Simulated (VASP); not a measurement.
HgBr3, 8 atoms in the cell. The structure is hexagonal, space group P6_3/mmc (No. 194). Conventional cell: a = 8.945 Å, b = 8.945 Å, c = 3.843 Å, α = 90.00°, β = 90.00°, γ = 120.00°. Within 3.8 Å of Hg (site symmetry -6m2) lie 6 Br at 2.86 Å. Within 3.8 Å of Br (site symmetry mm2) lie 2 Hg at 2.86 Å and 6 Br at 3.60 to 3.67 Å. 

- Program: VASP 6.6.1
- Task: single point
- Functional: PBE
- Potentials or basis: VASP PAW PBE potentials, release 64 (Hg, Br)
- Cutoff: 520 eV
- k mesh: 3 × 3 × 6
- Occupations: gaussian, width 0.15 eV
- Spin: no spin polarisation
- Dipole correction: no
- Further INCAR settings: ALGO = Normal; EDIFF = 1e-06; NBANDS = 43

Potentials or basis: VASP PAW PBE potentials, release 64 (Hg, Br).

Run with:

```bash
$ cat potpaw_PBE.64/Hg/POTCAR potpaw_PBE.64/Br/POTCAR > POTCAR
$ mpirun -np 1 vasp_std > vasp.out
```

Hardware: 1 thread of Intel Xeon 8259CL, with other jobs on the host.

Q: How long does it take, and how much memory?

A: Wall time 5.1 min on 1 thread of Intel Xeon 8259CL, with other jobs on the host, peak memory 0.42 GiB. Counts: scf iterations 14, k points 12.
